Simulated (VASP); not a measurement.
# GaAs in VASP: further runs

GaAs is run at these levels: PBE; tasks: single point, relaxation of the atoms.

All numbers are computed with VASP 6.6.1; they aren't measurements. Logs are shortened: lines on timing, memory, paths and dates and some standing lists are left out, and cuts for length are marked.

## 1. The cell of the first run

The cell holds a slab with vacuum, 16 atoms: a = 8.125 Å, b = 8.125 Å, c = 25.528 Å, α = 90.00°, β = 90.00°, γ = 120.00°.

## 2. Single point, PBE

Input file INCAR:

```
SYSTEM = GaAs
PREC = Accurate
ENCUT = 520
EDIFF = 1E-7
ISMEAR = 0
SIGMA = 0.05
LREAL = Auto
LASPH = .True.
NELM = 60
ALGO = Normal
ISIF = 2
LWAVE = .False.
LCHARG = .True.
LDIPOL = .True.
IDIPOL = 3
DIPOL = 0.5 0.5 0.397
GGA = PE
LELF = .True.
LVHAR = .True.
LVACPOTAV = .True.
NBANDS = 86
```

Input file KPOINTS:

```
regular mesh
0
Gamma
  2 2 1
  0 0 0
```

Input file POSCAR:

```
GaAs
1.0
    8.1252007246      0.0000000000      0.0000000000
   -4.0626003623      7.0366302384      0.0000000000
    0.0000000000      0.0000000000     25.5283741319
As Ga
8 8
Direct
    0.5000000000      0.0000000000      0.3133767924
    0.5000000000      0.5000000000      0.3133767924
    0.0000000000      0.0000000000      0.3133767924
    0.0000000000      0.5000000000      0.3133767924
    0.6682116082      0.8341970353      0.4503999223
    0.6667023753      0.3333439057      0.4521031009
    0.1660824625      0.8341531262      0.4503724608
    0.1660028330      0.3320403633      0.4504348877
    0.1666666667      0.8333333333      0.3458612280
    0.1666666667      0.3333333333      0.3458612280
    0.6666666667      0.8333333333      0.3458612280
    0.6666666667      0.3333333333      0.3458612280
    0.3334840333      0.6668320981      0.4742874594
    0.3330488678      0.1666189760      0.4789397106
    0.8336676845      0.6671567144      0.4788613727
    0.8336066417      0.1666185193      0.4789622876
```

Potentials or basis: VASP PAW PBE potentials, release 64 (As, Ga_d).

Run with:

```sh
$ cat potpaw_PBE.64/As/POTCAR potpaw_PBE.64/Ga_d/POTCAR > POTCAR
$ mpirun -np 1 vasp_std > vasp.out
```

OUTCAR:

```text
SYSTEM = GaAs
   PREC = Accurate
   ENCUT = 520
   EDIFF = 1E-7
   ISMEAR = 0
   LREAL = Auto
   LASPH = .True.
   NELM = 60
   ISIF = 2
   GGA = PE

 ion  position               nearest neighbor table
   1  0.500  0.000  0.313-   9 2.49  12 2.49  11 2.49
   2  0.500  0.500  0.313-  10 2.49  11 2.49  12 2.49
   3  0.000  0.000  0.313-  11 2.49  10 2.49   9 2.49
   4  0.000  0.500  0.313-  12 2.49   9 2.49  10 2.49
   5  0.668  0.834  0.450-  13 2.43  15 2.45  16 2.45  11 2.67
   6  0.667  0.333  0.452-  14 2.45  16 2.45  15 2.45  12 2.71
   7  0.166  0.834  0.450-  13 2.43  15 2.45  14 2.45   9 2.67
   8  0.166  0.332  0.450-  13 2.43  16 2.45  14 2.45  10 2.67
   9  0.167  0.833  0.346-   1 2.49   4 2.49   3 2.49   7 2.67
  10  0.167  0.333  0.346-   2 2.49   3 2.49   4 2.49   8 2.67
  11  0.667  0.833  0.346-   3 2.49   2 2.49   1 2.49   5 2.67
  12  0.667  0.333  0.346-   4 2.49   1 2.49   2 2.49   6 2.71
  13  0.333  0.667  0.474-   5 2.43   7 2.43   8 2.43
  14  0.333  0.167  0.479-   6 2.45   8 2.45   7 2.45
  15  0.834  0.667  0.479-   6 2.45   7 2.45   5 2.45
  16  0.834  0.167  0.479-   6 2.45   8 2.45   5 2.45

  LATTYP: Found a hexagonal cell.
 ALAT       =     8.1252007246
 C/A-ratio  =     3.1418761206

  Lattice vectors:

 A1 = (   8.1252007246,   0.0000000000,   0.0000000000)
 A2 = (  -4.0626003623,   7.0366302384,   0.0000000000)
 A3 = (   0.0000000000,   0.0000000000,  25.5283741319)

Analysis of symmetry for initial positions (statically):
=====================================================================
 Subroutine PRICEL returns:
 Original cell was already a primitive cell.

 Routine SETGRP: Setting up the symmetry group for a
 hexagonal supercell.

 Subroutine GETGRP returns: Found  1 space group operations
 (whereof  1 operations were pure point group operations)
 out of a pool of 24 trial point group operations.

The static configuration has the point symmetry C_1 .

Analysis of symmetry for dynamics (positions and initial velocities):
=====================================================================
 Subroutine PRICEL returns:
 Original cell was already a primitive cell.

 Routine SETGRP: Setting up the symmetry group for a
 hexagonal supercell.

 Subroutine GETGRP returns: Found  1 space group operations
 (whereof  1 operations were pure point group operations)
 out of a pool of 24 trial point group operations.
[... 115 lines left out ...]
   ISYM   =      2    0-nonsym 1-usesym 2-fastsym
   POTIM  = 0.5000    time-step for ionic-motion
   TEBEG  =    0.0;   TEEND  =   0.0 temperature during run
   PSTRESS=    0.0 pullay stress
   NELECT =     144.0000    total number of electrons
   NUPDOWN=      -1.0000    fix difference up-down
   EMIN   =  10.00;   EMAX   =-10.00  energy-range for DOS
   EFERMI =   0.00;   METHOD = LEGACY
   ISMEAR =     0;   SIGMA  =   0.05  broadening in eV -4-tet -1-fermi 0-gaus
   EFERMI_NEDOS =   21; number of points for ismear=-14 and -15
   IALGO  =     38    algorithm
   IMIX   =      4    mixing-type and parameters
     AMIX     =   0.40;   BMIX     =  1.00
     AMIX_MAG =   1.60;   BMIX_MAG =  1.00
  volume/ion in A,a.u.               =      91.22       615.60
  Fermi-wavevector in a.u.,A,eV,Ry     =   0.756464  1.429510  7.785770  0.572238
  Thomas-Fermi vector in A             =   1.854591
   LORBIT       =      0    0 simple, 1 ext, 2 COOP (PROOUT), +10 PAW based schemes
   GGA     = PE    functional components
   LHFCALC =     F    Hartree Fock is set to
   AEXX    =    0.0000 exact exchange contribution
   IVDW    =     0    specifies the selected vdW correction
   LEPSILON=     F    determine dielectric tensor
   LRPA    =     F    only Hartree local field effects (RPA)
 non-spin polarized calculation
 Gauss-broadening in eV      SIGMA  =   0.05
  energy-cutoff  :      520.00
  volume of cell :     1459.56
 maximum number of plane-waves:     39322
   NGX = 31   NGY = 31   NGZ = 95

 dipolmoment           0.000000      0.000000      0.000009 electrons x Angstroem

 number of electron     143.9999963 magnetization

 dipolmoment           0.000000      0.000000     -0.664294 electrons x Angstroem

 Free energy of the ion-electron system (eV)
  ---------------------------------------------------
  ext. energy  EPLUGINS =         0.00000000
  ---------------------------------------------------
  free energy    TOTEN  =       -59.80419617 eV

  energy without entropy =      -59.78931223  energy(sigma->0) =      -59.79675420

 E-fermi :  -2.1382     XC(G=0):  -2.9917

 val. band max:       -2.1734859466   @ k =   0.0000   0.0000   0.0000
 cond. band min:      -2.1214748980   @ k =   0.0000   0.0000   0.0000
 fundamental gap:      0.0520110485
 Fermi energy:        -2.1381994734

 k-point     1 :       0.0000    0.0000    0.0000
  band No.  band energies     occupation
      1     -17.9705      2.00000
      2     -17.9466      2.00000
      3     -17.9465      2.00000
      4     -17.9382      2.00000
      5     -17.9022      2.00000
      6     -17.8954      2.00000
[... 337 lines left out ...]
     83       1.4394      0.00000
     84       1.5123      0.00000
 [bands above 84 left out]

------------------------ aborting loop because EDIFF is reached ----------------------------------------

  FORCE on cell =-STRESS in cart. coord.  units (eV):
  Direction    XX          YY          ZZ          XY          YZ          ZX
  --------------------------------------------------------------------------------------
  -------------------------------------------------------------------------------------
  Total        0.2110213      0.1940619     -1.1351837      0.0020803     -0.0082331     -0.0037426
  in kB        0.2316408      0.2130241     -1.2461054      0.0022835     -0.0090375     -0.0041083
  external PRESSURE =      -0.2671468 kB  Pullay stress =       0.0000000 kB

 VOLUME and BASIS-vectors are now :
 -----------------------------------------------------------------------------
  energy-cutoff  :      520.00
  volume of cell :     1459.56
      direct lattice vectors                 reciprocal lattice vectors
     8.125200725  0.000000000  0.000000000     0.123073883  0.071056739  0.000000000
    -4.062600362  7.036630238  0.000000000     0.000000000  0.142113478  0.000000000
     0.000000000  0.000000000 25.528374132     0.000000000  0.000000000  0.039172099

 POSITION                                       TOTAL-FORCE (eV/Angst)
 -----------------------------------------------------------------------------------
      4.06260      0.00000      8.00000         0.000137     -0.004926      0.435541
      2.03130      3.51832      8.00000        -0.003994      0.002435      0.436099
      0.00000      0.00000      8.00000         0.000137     -0.000057      0.406202
     -2.03130      3.51832      8.00000         0.004235      0.002388      0.435916
      2.04034      5.86994     11.49798         0.054250      0.033183      0.346518
      4.06285      2.34562     11.54146        -0.000508      0.004262      0.281725
[... 8 lines left out ...]
      4.06333      4.69454     12.22455        -0.001698     -0.026578     -0.280473
      6.09632      1.17243     12.22713        -0.019411      0.009663     -0.281265
 -----------------------------------------------------------------------------------
    total drift:                               -0.001873      0.002130      0.030731

  FREE ENERGIE OF THE ION-ELECTRON SYSTEM (eV)
  ---------------------------------------------------
  free  energy   TOTEN  =       -59.8041961718 eV

  energy  without entropy=      -59.7893122270  energy(sigma->0) =      -59.79675420

 vacuum level on the upper side and lower side of the slab         1.047         3.149
```

OSZICAR:

```text
N       E                     dE             d eps       ncg     rms          rms(c)
DAV:   1     0.103132576013E+04    0.10313E+04   -0.59094E+04   848   0.144E+03
DAV:   2     0.706830680029E+02   -0.96064E+03   -0.93089E+03   898   0.324E+02
DAV:   3    -0.526638160055E+02   -0.12335E+03   -0.12147E+03   804   0.120E+02
[... 24 lines left out ...]
DAV:  28    -0.598041954588E+02   -0.70819E-06    0.19013E-08   480   0.965E-04    0.625E-05
DAV:  29    -0.598041957907E+02   -0.33182E-06    0.26266E-08   512   0.526E-04    0.470E-05
DAV:  30    -0.598041960259E+02   -0.23520E-06    0.28061E-08   454   0.317E-04    0.450E-05
DAV:  31    -0.598041961642E+02   -0.13831E-06    0.29786E-08   464   0.412E-04    0.183E-05
DAV:  32    -0.598041961718E+02   -0.76543E-08    0.31319E-08   472   0.159E-04
   1 F= -.59804196E+02 E0= -.59796754E+02  d E =-.148839E-01
```

stdout:

```text
POSCAR found type information on POSCAR AsGa
 POSCAR found :  2 types and      16 ions
 scaLAPACK will be used
 LDA part: xc-table for (Slater+PW92), standard interpolation
 POSCAR, INCAR and KPOINTS ok, starting setup
 FFT: planning ... GRIDC
 FFT: planning ... GRID_SOFT
 FFT: planning ... GRID
 WAVECAR not read
 entering main loop
 -----------------------------------------------------------------------------
|                                                                             |
|           W    W    AA    RRRRR   N    N  II  N    N   GGGG   !!!           |
|           W    W   A  A   R    R  NN   N  II  NN   N  G    G  !!!           |
|           W    W  A    A  R    R  N N  N  II  N N  N  G       !!!           |
|           W WW W  AAAAAA  RRRRR   N  N N  II  N  N N  G  GGG   !            |
|           WW  WW  A    A  R   R   N   NN  II  N   NN  G    G                |
|           W    W  A    A  R    R  N    N  II  N    N   GGGG   !!!           |
|                                                                             |
|     Did not find any points to average over, which means that no vacuum     |
|     field-free region was found. Please increase the size of  your cell     |
|     in the dimension of the dipole correction to obtain accurate            |
|     workfunction values.                                                    |
|                                                                             |
 -----------------------------------------------------------------------------
```

Run time: 23 min. Hardware: 1 thread of AMD EPYC 7R13 (Zen 3), shared host; peak memory 1.3 GiB.

Results:

```
Free energy            : -59.8042 eV
Largest force          : 0.532 eV/Å
Band gap on the k mesh : 0.05 eV
```

Forces in eV/Å, atoms in the order of the input:
```
As   0.000 -0.005  0.436
As  -0.004  0.002  0.436
As   0.000  0.000  0.406
As   0.004  0.002  0.436
As   0.054  0.033  0.347
As  -0.001  0.004  0.282
As  -0.053  0.035  0.349
As   0.002 -0.062  0.343
Ga  -0.030  0.018 -0.531
Ga   0.000 -0.035 -0.528
Ga   0.030  0.018 -0.530
Ga   0.000 -0.001 -0.451
Ga   0.000 -0.002 -0.149
Ga   0.018  0.009 -0.282
Ga  -0.002 -0.027 -0.280
Ga  -0.019  0.010 -0.281
```

Caveat: the k points lie up to 0.45 Å⁻¹ apart; semilocal functionals underestimate gaps, and a narrow one can read as zero.

## 3. Single point, PBE

This run uses another cell than the first one.

Input file INCAR:

```
PREC     = Accurate       # precision mode
ENCUT    = 520            # plane-wave cutoff, eV
EDIFF    = 1E-6           # SCF threshold, eV
ISMEAR   = 0              # smearing method
SIGMA    = 0.05           # smearing width, eV
LREAL    = Auto         
LASPH    = True           # aspherical terms in the spheres
NELM     = 60             # most SCF steps
ALGO     = Normal         # electronic algorithm
ISIF     = 2              # what is computed and relaxed
LWAVE    = False          # write WAVECAR
LCHARG   = False          # write CHGCAR
LDIPOL   = True         
IDIPOL   = 3            
DIPOL    = 0.5 0.5 0.503
GGA      = PE             # functional
NBANDS   = 86             # bands
```

Input file KPOINTS:

```
Automatic mesh
0
Gamma
  2 2 1
```

Input file POSCAR:

```
GaAs
1.0
    8.1252007312      0.0000000000      0.0000000000
   -4.0626003656      7.0366302440      0.0000000000
    0.0000000000      0.0000000000     20.1463741352
As Ga
8 8
Direct
    0.5000000000      0.0000000000      0.3970937870
    0.5000000000      0.5000000000      0.3970937870
    0.0000000000      0.0000000000      0.3970937870
    0.0000000000      0.5000000000      0.3970937870
    0.6666666667      0.8333333333      0.5749660816
    0.6666666667      0.3333333333      0.5749660816
    0.1666666667      0.8333333333      0.5749660816
    0.1666666667      0.3333333333      0.5749660816
    0.1666666667      0.8333333333      0.4382562722
    0.1666666667      0.3333333333      0.4382562722
    0.6666666667      0.8333333333      0.4382562722
    0.6666666667      0.3333333333      0.4382562722
    0.3333333333      0.6666666667      0.6001141564
    0.3333333333      0.1666666667      0.6001141564
    0.8333333333      0.6666666667      0.6001141564
    0.8333333333      0.1666666667      0.6001141564
```

Potentials or basis: VASP PAW PBE potentials, release 64 (As, Ga_d).

Run with:

```sh
$ cat potpaw_PBE.64/As/POTCAR potpaw_PBE.64/Ga_d/POTCAR > POTCAR
$ mpirun -np 1 vasp_std > vasp.out
```

Run time: 13 min. Hardware: 1 thread of Intel Xeon Platinum 8259CL at 2.50GHz (Skylake/Cascade Lake), shared host; peak memory 0.98 GiB.

Results (log left out):

| Item | Value |
| --- | --- |
| Free energy | -59.9250 eV |
| Largest force | 0.164 eV/Å |
| Band gap on the k mesh | zero (filled and empty bands touch) |

Forces in eV/Å, atoms in the order of the input:
```
As   0.000  0.000  0.162
As   0.000  0.000  0.162
As   0.000  0.000  0.162
As   0.000  0.000  0.162
As   0.000  0.000  0.009
As   0.000  0.000  0.009
As   0.000  0.000  0.009
As   0.000  0.000  0.009
Ga   0.000  0.000 -0.164
Ga   0.000  0.000 -0.164
Ga   0.000  0.000 -0.164
Ga   0.000  0.000 -0.164
Ga   0.000  0.000 -0.007
Ga   0.000  0.000 -0.007
Ga   0.000  0.000 -0.007
Ga   0.000  0.000 -0.007
```

Levels at points of the mesh, in eV from the Fermi level:
```
           k point  band 70  band 71  band 72  band 73  band 74  band 75
(0.00, 0.00, 0.00)    -1.01    -0.16     0.00     0.00     0.72     0.72
(0.50, 0.00, 0.00)    -0.76    -0.44    -0.44     0.68     0.68     1.03
```

Caveat: the k points lie up to 0.45 Å⁻¹ apart.

(Continued in part 2 of 2.)
